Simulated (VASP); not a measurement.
# HfO2 (R-3m) in VASP: notebook, part 2 of 2

VASP 6.6.1.

**3. Single point, r2SCAN (atoms displaced along a vibrational mode)**

Contents of POSCAR:

```
HfO2
1.0
    0.0000000000      2.5575000000      2.5575000000
    2.5575000000      0.0000000000      2.5575000000
    2.5575000000      2.5575000000      0.0000000000
Hf O
1 2
Direct
    0.0000000000      0.0000000000      0.0000000000
    0.2584655465      0.2584655465      0.2584655465
    0.7415344535      0.7415344535      0.7415344535
```

Contents of INCAR.step1:

```
SYSTEM = HfO2
ALGO = Normal ; EDIFF = 1E-4
ENCUT = 520 ; GGA = PE
ISMEAR = 0 ; LASPH = .True.
LCHARG = .False. ; LREAL = .False.
LWAVE = .True. ; NBANDS = 18
NELM = 100 ; PREC = Accurate
SIGMA = 0.05
```

Contents of INCAR.step2:

```
SYSTEM = HfO2
ALGO = Normal ; EDIFF = 1E-6
ENCUT = 520 ; ISIF = 2
ISMEAR = 0 ; ISTART = 1
LASPH = .True. ; LCHARG = .False.
LMIXTAU = .True. ; LREAL = .False.
LWAVE = .False. ; METAGGA = R2SCAN
NBANDS = 18 ; NELM = 100
PREC = Accurate ; SIGMA = 0.05
```

Contents of KPOINTS:

```
k-points
0
Gamma
  8 8 8
  0 0 0
```

Potentials or basis: VASP PAW PBE potentials, release 64 (Hf_pv, O).

Started as:

```bash
$ cat potpaw_PBE.64/Hf_pv/POTCAR potpaw_PBE.64/O/POTCAR > POTCAR
$ cp INCAR.step1 INCAR
$ mpirun -np 1 vasp_std > vasp.out
$ cp INCAR.step2 INCAR
$ mpirun -np 1 vasp_std > vasp.out
```

OUTCAR:

```text
SYSTEM = HfO2
   EDIFF = 1E-6
   ENCUT = 520
   ISIF = 2
   ISMEAR = 0
   ISTART = 1
   LASPH = .True.
   LREAL = .False.
   METAGGA = R2SCAN
   NELM = 100
   PREC = Accurate

 ion  position               nearest neighbor table
   1  0.000  0.000  0.000-   3 2.19   3 2.19   3 2.19   2 2.19   2 2.19   2 2.19   3 2.29   2 2.29

   2  0.258  0.258  0.258-   1 2.19   1 2.19   1 2.19   1 2.29
   3  0.742  0.742  0.742-   1 2.19   1 2.19   1 2.19   1 2.29

  LATTYP: Found a face centered cubic cell.
 ALAT       =     5.1150000000

  Lattice vectors:

 A1 = (   0.0000000000,   2.5575000000,   2.5575000000)
 A2 = (   2.5575000000,   0.0000000000,   2.5575000000)
 A3 = (   2.5575000000,   2.5575000000,   0.0000000000)

Analysis of symmetry for initial positions (statically):
=====================================================================
 Subroutine PRICEL returns:
 Original cell was already a primitive cell.

 Routine SETGRP: Setting up the symmetry group for a
 face centered cubic supercell.

 Subroutine GETGRP returns: Found 12 space group operations
 (whereof 12 operations were pure point group operations)
 out of a pool of 48 trial point group operations.

The static configuration has the point symmetry D_3d.

Analysis of symmetry for dynamics (positions and initial velocities):
=====================================================================
 Subroutine PRICEL returns:
 Original cell was already a primitive cell.

 Routine SETGRP: Setting up the symmetry group for a
 face centered cubic supercell.

 Subroutine GETGRP returns: Found 12 space group operations
 (whereof 12 operations were pure point group operations)
 out of a pool of 48 trial point group operations.

The dynamic configuration has the point symmetry D_3d.

 Subroutine INISYM returns: Found 12 space group operations
 (whereof 12 operations are pure point group operations),
 and found     1 'primitive' translations

----------------------------------------------------------------------------------------

                                     Primitive cell

  volume of cell :      33.4562

  direct lattice vectors                    reciprocal lattice vectors
     0.000000000  2.557500000  2.557500000    -0.195503421  0.195503421  0.195503421
     2.557500000  0.000000000  2.557500000     0.195503421 -0.195503421  0.195503421
     2.557500000  2.557500000  0.000000000     0.195503421  0.195503421 -0.195503421

  length of vectors
     3.616851186  3.616851186  3.616851186     0.338621859  0.338621859  0.338621859

  position of ions in fractional coordinates (direct lattice)
     0.000000000  0.000000000  0.000000000
     0.258465546  0.258465546  0.258465546
     0.741534454  0.741534454  0.741534454

  ion indices of the primitive-cell ions
   primitive index   ion index
                 1           1
                 2           2
                 3           3

----------------------------------------------------------------------------------------

 KPOINTS: k-points

Automatic generation of k-mesh.
 Grid dimensions read from file:
 generate k-points for:    8    8    8

 Generating k-lattice:

  Cartesian coordinates                     Fractional coordinates (reciprocal lattice)
    -0.024437928  0.024437928  0.024437928     0.125000000  0.000000000  0.000000000
     0.024437928 -0.024437928  0.024437928     0.000000000  0.125000000  0.000000000
     0.024437928  0.024437928 -0.024437928     0.000000000  0.000000000  0.125000000

  Length of vectors
     0.042327732  0.042327732  0.042327732

  Shift w.r.t. Gamma in fractional coordinates (k-lattice)
     0.000000000  0.000000000  0.000000000

 Subroutine IBZKPT returns following result:
 ===========================================

 Found     65 irreducible k-points:

 Following reciprocal coordinates:
            Coordinates               Weight
  0.000000  0.000000  0.000000      1.000000
  0.125000  0.000000  0.000000      6.000000
  0.125000  0.125000  0.125000      2.000000
  0.250000  0.000000  0.000000      6.000000
  0.250000  0.250000  0.250000      2.000000
  0.375000  0.000000  0.000000      6.000000
[... 16 lines left out ...]
 -0.250000  0.125000  0.000000     12.000000
  0.125000  0.125000  0.375000      6.000000
 [... further k-points ...]
   k-points           NKPTS =     65   k-points in BZ     NKDIM =     65   number of bands    NBANDS=     18
   number of dos      NEDOS =    301   number of ions     NIONS =      3
   total plane-waves  NPLWV =  21952
   dimension x,y,z NGX =    28 NGY =   28 NGZ =   28
   dimension x,y,z NGXF=    56 NGYF=   56 NGZF=   56
   ions per type =               1   2
   NGX,Y,Z   is equivalent  to a cutoff of  12.87, 12.87, 12.87 a.u.
   NGXF,Y,Z  is equivalent  to a cutoff of  25.74, 25.74, 25.74 a.u.
 SYSTEM =  HfO2
   PREC   = accura    normal or accurate (medium, high low for compatibility)
   ISTART =      1    job   : 0-new  1-cont  2-samecut
   ICHARG =      0    charge: 1-file 2-atom 10-const
   ISPIN  =      1    spin polarized calculation?
   LNONCOLLINEAR =      F non collinear calculations
   LSORBIT =      F    spin-orbit coupling
   LASPH  =      T    aspherical Exc in radial PAW
   ENCUT  =  520.0 eV  38.22 Ry    6.18 a.u.   6.72  6.72  6.72*2*pi/ulx,y,z
   NELM   =    100;   NELMIN=  2; NELMDL=  0     # of ELM steps
   EDIFF  = 0.1E-05   stopping-criterion for ELM
   LREAL  =      F    real-space projection
   EDIFFG = 0.1E-04   stopping-criterion for IOM
   NSW    =      0    number of steps for IOM
   IBRION =     -1    ionic relax: 0-MD 1-quasi-New 2-CG
   NFREE  =      0    steps in history (QN), initial steepest desc. (CG)
   ISIF   =      2    stress and relaxation
   ISYM   =      2    0-nonsym 1-usesym 2-fastsym
   POTIM  = 0.5000    time-step for ionic-motion
   TEBEG  =    0.0;   TEEND  =   0.0 temperature during run
   PSTRESS=    0.0 pullay stress
   NELECT =      22.0000    total number of electrons
   NUPDOWN=      -1.0000    fix difference up-down
   EMIN   =  10.00;   EMAX   =-10.00  energy-range for DOS
   EFERMI =   0.00;   METHOD = LEGACY
   ISMEAR =     0;   SIGMA  =   0.05  broadening in eV -4-tet -1-fermi 0-gaus
   EFERMI_NEDOS =   21; number of points for ismear=-14 and -15
   IALGO  =     38    algorithm
   IMIX   =      4    mixing-type and parameters
     AMIX     =   0.40;   BMIX     =  1.00
     AMIX_MAG =   1.60;   BMIX_MAG =  1.00
  volume/ion in A,a.u.               =      11.15        75.26
  Fermi-wavevector in a.u.,A,eV,Ry     =   1.423607  2.690227 27.574337  2.026657
  Thomas-Fermi vector in A             =   2.544186
   LORBIT       =      0    0 simple, 1 ext, 2 COOP (PROOUT), +10 PAW based schemes
   METAGGA = R2SCAN    functional components
   LHFCALC =     F    Hartree Fock is set to
   AEXX    =    0.0000 exact exchange contribution
   IVDW    =     0    specifies the selected vdW correction
   LEPSILON=     F    determine dielectric tensor
   LRPA    =     F    only Hartree local field effects (RPA)
 non-spin polarized calculation
 Gauss-broadening in eV      SIGMA  =   0.05
  energy-cutoff  :      520.00
  volume of cell :       33.46
 maximum number of plane-waves:       934
   NGX = 13   NGY = 13   NGZ = 13

 number of electron      22.0000006 magnetization

 Free energy of the ion-electron system (eV)
  ---------------------------------------------------
  ext. energy  EPLUGINS =         0.00000000
  ---------------------------------------------------
  free energy    TOTEN  =       -68.39636061 eV

  energy without entropy =      -68.39636061  energy(sigma->0) =      -68.39636061

 E-fermi :   3.9861     XC(G=0): -12.4223

 val. band max:        3.7023112662   @ k =   0.5000   0.5000   0.0000
 cond. band min:       7.9503535114   @ k =   0.5000   0.5000   0.0000
 fundamental gap:      4.2480422451
 Fermi energy:         3.9860822592

 k-point     1 :       0.0000    0.0000    0.0000
  band No.  band energies     occupation
      1     -27.1326      2.00000
      2     -27.0710      2.00000
      3     -27.0710      2.00000
      4     -15.8973      2.00000
      5     -12.9818      2.00000
      6      -1.7049      2.00000
[... 10 lines left out ...]
     17      14.6478      0.00000
     18      16.2022      0.00000
[... 466 lines left out ...]
      2     -27.1832      2.00000
      3     -27.0990      2.00000
      4     -14.9435      2.00000
      5     -13.6476      2.00000
      6      -1.1542      2.00000
[... 10 lines left out ...]
     17      13.9407      0.00000
     18      16.1863      0.00000

 [... further k-points ...]

------------------------ aborting loop because EDIFF is reached ----------------------------------------

  FORCE on cell =-STRESS in cart. coord.  units (eV):
  Direction    XX          YY          ZZ          XY          YZ          ZX
  --------------------------------------------------------------------------------------
  -------------------------------------------------------------------------------------
  Total       -2.2833931     -2.2833931     -2.2833931     -0.4332336     -0.4332336     -0.4332336
  in kB     -109.3488820   -109.3488820   -109.3488820    -20.7470209    -20.7470209    -20.7470209
  external PRESSURE =    -109.3488820 kB  Pullay stress =       0.0000000 kB

 VOLUME and BASIS-vectors are now :
 -----------------------------------------------------------------------------
  energy-cutoff  :      520.00
  volume of cell :       33.46
      direct lattice vectors                 reciprocal lattice vectors
     0.000000000  2.557500000  2.557500000    -0.195503421  0.195503421  0.195503421
     2.557500000  0.000000000  2.557500000     0.195503421 -0.195503421  0.195503421
     2.557500000  2.557500000  0.000000000     0.195503421  0.195503421 -0.195503421

 POSITION                                       TOTAL-FORCE (eV/Angst)
 -----------------------------------------------------------------------------------
      0.00000      0.00000      0.00000        -0.000000      0.000000      0.000000
      1.32205      1.32205      1.32205        -0.726882     -0.726882     -0.726882
      3.79295      3.79295      3.79295         0.726882      0.726882      0.726882
 -----------------------------------------------------------------------------------
    total drift:                               -0.000000     -0.000000      0.000000

  FREE ENERGIE OF THE ION-ELECTRON SYSTEM (eV)
  ---------------------------------------------------
  free  energy   TOTEN  =       -68.3963606101 eV

  energy  without entropy=      -68.3963606101  energy(sigma->0) =      -68.39636061
```

It took 1.8 min on 1 thread of AMD EPYC 9R45 (Zen 5), shared host; peak memory 0.16 GiB.

Results:

```yaml
Free_energy: -68.3964 eV
Pressure: -10.9 GPa
Largest_force: 1.259 eV/Å
Band_gap_on_the_k_mesh: 4.25 eV
```

Forces on the atoms (eV/Å):
```
Hf   0.000  0.000  0.000
O   -0.727 -0.727 -0.727
O    0.727  0.727  0.727
```

Levels at points of the mesh, in eV from the valence-band top:
```
           k point  band 7  band 8  band 9  band 10  band 11  band 12  band 13  band 14  band 15  band 16
(0.00, 0.00, 0.00)   -5.41   -5.06   -0.76    -0.57    -0.57     4.31     4.31     6.14    10.19    10.95
(0.50, 0.00, 0.00)   -3.96   -3.12   -2.70    -2.20    -1.68     4.80     5.15     7.19     9.20     9.34
(0.50, 0.50, 0.50)   -4.61   -3.03   -2.65    -1.59    -1.59     4.97     4.97     7.22     9.90    10.24
(0.50, 0.50, 0.00)   -3.54   -3.51   -1.68    -1.39     0.00     4.25     5.84     6.89     8.07     8.78
```

Caveat: the cell differs from its parent crystal (atoms displaced along a vibrational mode); the cell stands under tension; the PAW data sets were made with another functional, which shifts forces and pressure a little; spin-orbit coupling is left out, which moves the levels of the heavy elements.
